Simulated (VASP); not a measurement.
# PbF2 (fluorite type) (Fm-3m) in VASP: notebook

Runs on PbF2 (fluorite type). Level: PBE. Tasks: single point, relaxation of cell and atoms.

Program: VASP 6.6.1. These are calculated values, not measurements. Logs are shortened: lines on timing, memory, paths and dates and some standing lists are left out, and cuts for length are marked.

### Step 1. The cell of the first run

It takes space group Fm-3m (No. 225, cubic). The conventional cell has a = 6.000 Å, b = 6.000 Å, c = 6.000 Å, α = 90.00°, β = 90.00°, γ = 90.00°. Pb (site symmetry m-3m) has 8 F at 2.60 Å within 3.4 Å. F (site symmetry -43m) has 4 Pb at 2.60 Å and 6 F at 3.00 Å within 3.4 Å.

### Step 2. Single point, PBE

Contents of INCAR:

```
  ALGO = Normal
  EDIFF = 1E-6
  ENCUT = 520
  GGA = PE
  ISIF = 2
  ISMEAR = -1
  LASPH = T
  LCHARG = F
  LREAL = F
  LWAVE = F
  NBANDS = 21
  NELM = 60
  PREC = Accurate
  SIGMA = 0.05
```

Contents of KPOINTS:

```
k-points
0
Gamma
  11 11 11
```

Contents of POSCAR:

```
PbF2
1.0
    0.0000000000      2.9999987340      2.9999987340
    2.9999987340      0.0000000000      2.9999987340
    2.9999987340      2.9999987340      0.0000000000
Pb F
1 2
Direct
    0.0000000000      0.0000000000      0.0000000000
    0.2500000000      0.2500000000      0.2500000000
    0.7500000000      0.7500000000      0.7500000000
```

Potentials or basis: VASP PAW PBE potentials, release 64 (Pb_d, F).

On the command line:

```console
cat potpaw_PBE.64/Pb_d/POTCAR potpaw_PBE.64/F/POTCAR > POTCAR
mpirun -np 1 vasp_std > vasp.out
```

OUTCAR:

```text
EDIFF = 1E-6
   ENCUT = 520
   GGA = PE
   ISIF = 2
   ISMEAR = -1
   LASPH = T
   LREAL = F
   NELM = 60
   PREC = Accurate

 ion  position               nearest neighbor table
   1  0.000  0.000  0.000-   3 2.60   3 2.60   3 2.60   2 2.60   3 2.60   2 2.60   2 2.60   2 2.60

   2  0.250  0.250  0.250-   1 2.60   1 2.60   1 2.60   1 2.60
   3  0.750  0.750  0.750-   1 2.60   1 2.60   1 2.60   1 2.60

  LATTYP: Found a face centered cubic cell.
 ALAT       =     5.9999974680

  Lattice vectors:

 A1 = (   0.0000000000,   2.9999987340,   2.9999987340)
 A2 = (   2.9999987340,   0.0000000000,   2.9999987340)
 A3 = (   2.9999987340,   2.9999987340,   0.0000000000)

Analysis of symmetry for initial positions (statically):
=====================================================================
 Subroutine PRICEL returns:
 Original cell was already a primitive cell.

 Routine SETGRP: Setting up the symmetry group for a
 face centered cubic supercell.

 Subroutine GETGRP returns: Found 48 space group operations
 (whereof 48 operations were pure point group operations)
 out of a pool of 48 trial point group operations.

The static configuration has the point symmetry O_h .

Analysis of symmetry for dynamics (positions and initial velocities):
=====================================================================
 Subroutine PRICEL returns:
 Original cell was already a primitive cell.

 Routine SETGRP: Setting up the symmetry group for a
 face centered cubic supercell.

 Subroutine GETGRP returns: Found 48 space group operations
 (whereof 48 operations were pure point group operations)
 out of a pool of 48 trial point group operations.

The dynamic configuration has the point symmetry O_h .

 Subroutine INISYM returns: Found 48 space group operations
 (whereof 48 operations are pure point group operations),
 and found     1 'primitive' translations

----------------------------------------------------------------------------------------

                                     Primitive cell

  volume of cell :      53.9999

  direct lattice vectors                    reciprocal lattice vectors
     0.000000000  2.999998734  2.999998734    -0.166666737  0.166666737  0.166666737
     2.999998734  0.000000000  2.999998734     0.166666737 -0.166666737  0.166666737
     2.999998734  2.999998734  0.000000000     0.166666737  0.166666737 -0.166666737

  length of vectors
     4.242638897  4.242638897  4.242638897     0.288675256  0.288675256  0.288675256

  position of ions in fractional coordinates (direct lattice)
     0.000000000  0.000000000  0.000000000
     0.250000000  0.250000000  0.250000000
     0.750000000  0.750000000  0.750000000

  ion indices of the primitive-cell ions
   primitive index   ion index
                 1           1
                 2           2
                 3           3

----------------------------------------------------------------------------------------

 KPOINTS: k-points

Automatic generation of k-mesh.
 Grid dimensions read from file:
 generate k-points for:   11   11   11

 Generating k-lattice:

  Cartesian coordinates                     Fractional coordinates (reciprocal lattice)
    -0.015151522  0.015151522  0.015151522     0.090909091  0.000000000  0.000000000
     0.015151522 -0.015151522  0.015151522     0.000000000  0.090909091  0.000000000
     0.015151522  0.015151522 -0.015151522     0.000000000  0.000000000  0.090909091

  Length of vectors
     0.026243205  0.026243205  0.026243205

  Shift w.r.t. Gamma in fractional coordinates (k-lattice)
     0.000000000  0.000000000  0.000000000

 Subroutine IBZKPT returns following result:
 ===========================================

 Found     56 irreducible k-points:

 Following reciprocal coordinates:
            Coordinates               Weight
  0.000000  0.000000  0.000000      1.000000
  0.090909  0.000000  0.000000      8.000000
  0.181818  0.000000  0.000000      8.000000
  0.272727  0.000000  0.000000      8.000000
  0.363636  0.000000  0.000000      8.000000
  0.454545  0.000000  0.000000      8.000000
[... 16 lines left out ...]
 -0.272727  0.181818  0.000000     24.000000
 -0.181818  0.181818  0.000000     12.000000
 [... further k-points ...]
   k-points           NKPTS =     56   k-points in BZ     NKDIM =     56   number of bands    NBANDS=     21
   number of dos      NEDOS =    301   number of ions     NIONS =      3
   total plane-waves  NPLWV =  32768
   dimension x,y,z NGX =    32 NGY =   32 NGZ =   32
   dimension x,y,z NGXF=    64 NGYF=   64 NGZF=   64
   ions per type =               1   2
   NGX,Y,Z   is equivalent  to a cutoff of  12.54, 12.54, 12.54 a.u.
   NGXF,Y,Z  is equivalent  to a cutoff of  25.08, 25.08, 25.08 a.u.
 SYSTEM =  unknown system
   PREC   = accura    normal or accurate (medium, high low for compatibility)
   ISTART =      0    job   : 0-new  1-cont  2-samecut
   ICHARG =      2    charge: 1-file 2-atom 10-const
   ISPIN  =      1    spin polarized calculation?
   LNONCOLLINEAR =      F non collinear calculations
   LSORBIT =      F    spin-orbit coupling
   LASPH  =      T    aspherical Exc in radial PAW
   ENCUT  =  520.0 eV  38.22 Ry    6.18 a.u.   7.89  7.89  7.89*2*pi/ulx,y,z
   NELM   =     60;   NELMIN=  2; NELMDL= -5     # of ELM steps
   EDIFF  = 0.1E-05   stopping-criterion for ELM
   LREAL  =      F    real-space projection
   EDIFFG = 0.1E-04   stopping-criterion for IOM
   NSW    =      0    number of steps for IOM
   IBRION =     -1    ionic relax: 0-MD 1-quasi-New 2-CG
   NFREE  =      0    steps in history (QN), initial steepest desc. (CG)
   ISIF   =      2    stress and relaxation
   ISYM   =      2    0-nonsym 1-usesym 2-fastsym
   POTIM  = 0.5000    time-step for ionic-motion
   TEBEG  =    0.0;   TEEND  =   0.0 temperature during run
   PSTRESS=    0.0 pullay stress
   NELECT =      28.0000    total number of electrons
   NUPDOWN=      -1.0000    fix difference up-down
   EMIN   =  10.00;   EMAX   =-10.00  energy-range for DOS
   EFERMI =   0.00;   METHOD = LEGACY
   ISMEAR =    -1;   SIGMA  =   0.05  broadening in eV -4-tet -1-fermi 0-gaus
   EFERMI_NEDOS =   21; number of points for ismear=-14 and -15
   IALGO  =     38    algorithm
   IMIX   =      4    mixing-type and parameters
     AMIX     =   0.40;   BMIX     =  1.00
     AMIX_MAG =   1.60;   BMIX_MAG =  1.00
  volume/ion in A,a.u.               =      18.00       121.47
  Fermi-wavevector in a.u.,A,eV,Ry     =   1.315214  2.485394 23.535194  1.729788
  Thomas-Fermi vector in A             =   2.445412
   LORBIT       =      0    0 simple, 1 ext, 2 COOP (PROOUT), +10 PAW based schemes
   GGA     = PE    functional components
   LHFCALC =     F    Hartree Fock is set to
   AEXX    =    0.0000 exact exchange contribution
   IVDW    =     0    specifies the selected vdW correction
   LEPSILON=     F    determine dielectric tensor
   LRPA    =     F    only Hartree local field effects (RPA)
 non-spin polarized calculation
  energy-cutoff  :      520.00
  volume of cell :       54.00
 maximum number of plane-waves:      1468
   NGX = 15   NGY = 15   NGZ = 15

 number of electron      28.0000030 magnetization

 Free energy of the ion-electron system (eV)
  ---------------------------------------------------
  ext. energy  EPLUGINS =         0.00000000
  ---------------------------------------------------
  free energy    TOTEN  =       -14.35102229 eV

  energy without entropy =      -14.35102229  energy(sigma->0) =      -14.35102229

 E-fermi :   2.6076     XC(G=0):  -9.2253

 val. band max:        1.4450293111   @ k =  -0.2727   0.4545   0.1818
 cond. band min:       5.8822283697   @ k =   0.4545   0.4545   0.0000
 fundamental gap:      4.4371990586
 Fermi energy:         2.6075553173

 k-point     1 :       0.0000    0.0000    0.0000
  band No.  band energies     occupation
      1     -19.3574      2.00000
      2     -18.7992      2.00000
      3     -12.9523      2.00000
      4     -12.9523      2.00000
      5     -12.9523      2.00000
      6     -12.9102      2.00000
[... 13 lines left out ...]
     20      16.5189      0.00000
     21      18.7092      0.00000

 k-point     2 :       0.0909    0.0000    0.0000
  band No.  band energies     occupation
      1     -19.3429      2.00000
      2     -18.8118      2.00000
      3     -12.9494      2.00000
      4     -12.9494      2.00000
      5     -12.9375      2.00000
      6     -12.9102      2.00000
[... 13 lines left out ...]
     20      16.2648      0.00000
     21      18.4558      0.00000

 k-point     3 :       0.1818    0.0000    0.0000
  band No.  band energies     occupation
      1     -19.3021      2.00000
      2     -18.8481      2.00000
      3     -12.9431      2.00000
      4     -12.9431      2.00000
      5     -12.9086      2.00000
      6     -12.9086      2.00000
[... 13 lines left out ...]
     20      15.8205      0.00000
     21      17.6526      0.00000

 k-point     4 :       0.2727    0.0000    0.0000
  band No.  band energies     occupation
      1     -19.2431      2.00000
      2     -18.9009      2.00000
      3     -12.9396      2.00000
      4     -12.9396      2.00000
      5     -12.9018      2.00000
      6     -12.9018      2.00000
[... 13 lines left out ...]
     20      15.4590      0.00000
     21      16.7478      0.00000

 k-point     5 :       0.3636    0.0000    0.0000
  band No.  band energies     occupation
      1     -19.1760      2.00000
      2     -18.9610      2.00000
      3     -12.9400      2.00000
      4     -12.9400      2.00000
      5     -12.8918      2.00000
      6     -12.8918      2.00000
[... 13 lines left out ...]
     20      15.2372      0.00000
     21      15.9918      0.00000

 k-point     6 :       0.4545    0.0000    0.0000
  band No.  band energies     occupation
      1     -19.1134      2.00000
      2     -19.0196      2.00000
      3     -12.9412      2.00000
      4     -12.9412      2.00000
      5     -12.8848      2.00000
      6     -12.8848      2.00000
[... 13 lines left out ...]
     20      15.1393      0.00000
     21      15.5464      0.00000

 k-point     7 :       0.0909    0.0909    0.0000
  band No.  band energies     occupation
      1     -19.3382      2.00000
      2     -18.8160      2.00000
      3     -12.9466      2.00000
      4     -12.9466      2.00000
      5     -12.9357      2.00000
      6     -12.9123      2.00000
[... 13 lines left out ...]
     20      16.5975      0.00000
     21      18.3900      0.00000
[... 291 lines left out ...]
      1     -19.1343      2.00000
      2     -18.9948      2.00000
      3     -12.9296      2.00000
      4     -12.9239      2.00000
      5     -12.8842      2.00000
      6     -12.8814      2.00000
[... 13 lines left out ...]
     20      16.7207      0.00000
     21      17.4151      0.00000

 k-point    21 :      -0.4545    0.1818    0.0000
  band No.  band energies     occupation
      1     -19.0859      2.00000
      2     -19.0404      2.00000
      3     -12.9290      2.00000
      4     -12.9253      2.00000
      5     -12.8854      2.00000
      6     -12.8680      2.00000
[... 13 lines left out ...]
     20      16.5598      0.00000
     21      17.5842      0.00000

 k-point    22 :      -0.3636    0.1818    0.0000
  band No.  band energies     occupation
      1     -19.1134      2.00000
      2     -19.0149      2.00000
      3     -12.9273      2.00000
      4     -12.9252      2.00000
      5     -12.8943      2.00000
      6     -12.8643      2.00000
[... 13 lines left out ...]
     20      16.4338      0.00000
     21      17.8199      0.00000

 k-point    23 :      -0.2727    0.1818    0.0000
  band No.  band energies     occupation
      1     -19.1701      2.00000
      2     -18.9639      2.00000
      3     -12.9260      2.00000
      4     -12.9242      2.00000
      5     -12.9075      2.00000
      6     -12.8722      2.00000
[... 13 lines left out ...]
     20      16.2892      0.00000
     21      18.0882      0.00000

 k-point    24 :      -0.1818    0.1818    0.0000
  band No.  band energies     occupation
      1     -19.2264      2.00000
      2     -18.9145      2.00000
      3     -12.9288      2.00000
      4     -12.9277      2.00000
      5     -12.9145      2.00000
      6     -12.8878      2.00000
[... 13 lines left out ...]
     20      15.9456      0.00000
     21      18.1652      0.00000

 [... further k-points ...]
[... 5 lines left out ...]
  --------------------------------------------------------------------------------------
  -------------------------------------------------------------------------------------
  Total       -0.0607261     -0.0607261     -0.0607261      0.0000000      0.0000000     -0.0000000
  in kB       -1.8017423     -1.8017423     -1.8017423      0.0000000      0.0000000     -0.0000000
  external PRESSURE =      -1.8017423 kB  Pullay stress =       0.0000000 kB

 VOLUME and BASIS-vectors are now :
 -----------------------------------------------------------------------------
  energy-cutoff  :      520.00
  volume of cell :       54.00
      direct lattice vectors                 reciprocal lattice vectors
     0.000000000  2.999998734  2.999998734    -0.166666737  0.166666737  0.166666737
     2.999998734  0.000000000  2.999998734     0.166666737 -0.166666737  0.166666737
     2.999998734  2.999998734  0.000000000     0.166666737  0.166666737 -0.166666737

 POSITION                                       TOTAL-FORCE (eV/Angst)
 -----------------------------------------------------------------------------------
      0.00000      0.00000      0.00000         0.000000      0.000000     -0.000000
      1.50000      1.50000      1.50000         0.000000      0.000000      0.000000
      4.50000      4.50000      4.50000        -0.000000     -0.000000     -0.000000
 -----------------------------------------------------------------------------------
    total drift:                                0.000000     -0.000000      0.000000

  FREE ENERGIE OF THE ION-ELECTRON SYSTEM (eV)
  ---------------------------------------------------
  free  energy   TOTEN  =       -14.3510222863 eV

  energy  without entropy=      -14.3510222862  energy(sigma->0) =      -14.35102229
```

Wall time 22 s (1 thread of Intel Xeon 6975P-C (Granite Rapids), shared host); peak memory 0.2 GiB.

What came out:

- Free energy: -14.3510 eV
- Pressure: -0.2 GPa
- Band gap on the k mesh: 4.44 eV, indirect (least direct gap 4.60 eV)

Caveat: spin-orbit coupling is left out, which moves the levels of the heavy elements.

### Step 3. Relaxation of cell and atoms, PBE

This run uses another cell than the first one, of 11.12 Å³/atom, 0.618 times its volume.

Contents of INCAR:

```
PREC = Accurate
ENCUT = 600
EDIFF = 1E-6
ISMEAR = -1
SIGMA = 0.05
LREAL = False
LASPH = True
NELM = 80
ALGO = Normal
ISIF = 3
LWAVE = False
LCHARG = False
GGA = PE
IBRION = 2
NSW = 100
EDIFFG = -0.005
```

Contents of KPOINTS:

```
regular mesh
0
Gamma
  11 11 11
```

Contents of POSCAR:

```
PbF2
1.0
    0.0000000000      2.5553258337      2.5553258337
    2.5553258337      0.0000000000      2.5553258337
    2.5553258337      2.5553258337      0.0000000000
Pb F
1 2
Direct
    0.0000000000      0.0000000000      0.0000000000
    0.2500000000      0.2500000000      0.2500000000
    0.7500000000      0.7500000000      0.7500000000
```

Potentials or basis: VASP PAW PBE potentials, release 64 (Pb_d, F).

On the command line:

```console
cat potpaw_PBE.64/Pb_d/POTCAR potpaw_PBE.64/F/POTCAR > POTCAR
mpirun -np 1 vasp_std > vasp.out
```

It took 2.5 min on 1 thread of Intel Xeon 6975P-C (Granite Rapids), shared host; peak memory 0.19 GiB.

It converged, with:

| Item | Value |
| --- | --- |
| Free energy | -14.2473 eV |
| Relaxed volume | 17.45 Å³/atom |
| Relaxed cell | a = 4.199 Å, b = 4.199 Å, c = 4.199 Å, α = 60.00°, β = 60.00°, γ = 60.00° |
| Space group after relaxing (to 0.05 Å) | Fm-3m (No. 225) |
| Energy gained by relaxing | 1339.7 meV/atom |
| Ionic steps | 23 |
| Pressure after relaxing | 0.0 GPa |
| Band gap on the k mesh | 4.44 eV, indirect (least direct gap 4.61 eV) |

The path:
| step | energy change (eV) | largest force (eV/Å) | pressure (GPa) | volume (Å³) |
| --- | --- | --- | --- | --- |
| 1 | 0.0000 | 0.0000 | 100.44 | 33.37 |
| 2 | -1.2574 | 0.0000 | -28.17 | 79.65 |
| 3 | -4.0132 | 0.0000 | -1.81 | 53.39 |
| 4 | -4.0183 | 0.0000 | -0.69 | 52.74 |
| 5 | -4.0191 | 0.0000 | 0.11 | 52.29 |
| 6 | -4.0191 | 0.0000 | 0.11 | 52.29 |
| 7 | -4.0191 | 0.0000 | 0.11 | 52.29 |
| 8 | -4.0191 | 0.0000 | 0.10 | 52.29 |
| 9 | -4.0191 | 0.0000 | 0.10 | 52.29 |
| 10 | -4.0191 | 0.0000 | 0.10 | 52.29 |
| 11 | -4.0191 | 0.0000 | 0.10 | 52.29 |
| 12 | -4.0191 | 0.0000 | 0.10 | 52.29 |
| 13 | -4.0191 | 0.0000 | 0.10 | 52.29 |
| 14 | -4.0191 | 0.0000 | 0.10 | 52.29 |
| 15 | -4.0191 | 0.0000 | 0.10 | 52.29 |
| 16 | -4.0191 | 0.0000 | 0.10 | 52.29 |
| 17 | -4.0191 | 0.0000 | 0.11 | 52.29 |
| 18 | -4.0191 | 0.0000 | 0.11 | 52.29 |
| 19 | -4.0191 | 0.0000 | 0.11 | 52.30 |
| 20 | -4.0191 | 0.0000 | 0.10 | 52.30 |
| 21 | -4.0191 | 0.0000 | 0.10 | 52.31 |
| 22 | -4.0191 | 0.0000 | 0.06 | 52.32 |
| 23 | -4.0191 | 0.0000 | 0.01 | 52.35 |

Final structure:
```cif
data_structure
_symmetry_space_group_name_H-M 'P 1'
_symmetry_Int_Tables_number 1
_cell_length_a 4.1989
_cell_length_b 4.1989
_cell_length_c 4.1989
_cell_angle_alpha 60.000
_cell_angle_beta 60.000
_cell_angle_gamma 60.000
_cell_volume 52.35
loop_
_atom_site_label
_atom_site_type_symbol
_atom_site_fract_x
_atom_site_fract_y
_atom_site_fract_z
_atom_site_occupancy
Pb1 Pb 0.00000 0.00000 0.00000 1
F1 F 0.25000 0.25000 0.25000 1
F2 F 0.75000 0.75000 0.75000 1
```

Levels at points of the mesh, in eV from the valence-band top:
```csv
k point,band 12,band 13,band 14,band 15,band 16,band 17
"(0.00, 0.00, 0.00)",-1.94,-1.94,-1.94,6.78,6.78,6.78
```

Caveat: the volume moved by over 15 % at a fixed basis, so the end points are rough; spin-orbit coupling is left out, which moves the levels of the heavy elements. A k mesh can miss the band edges.
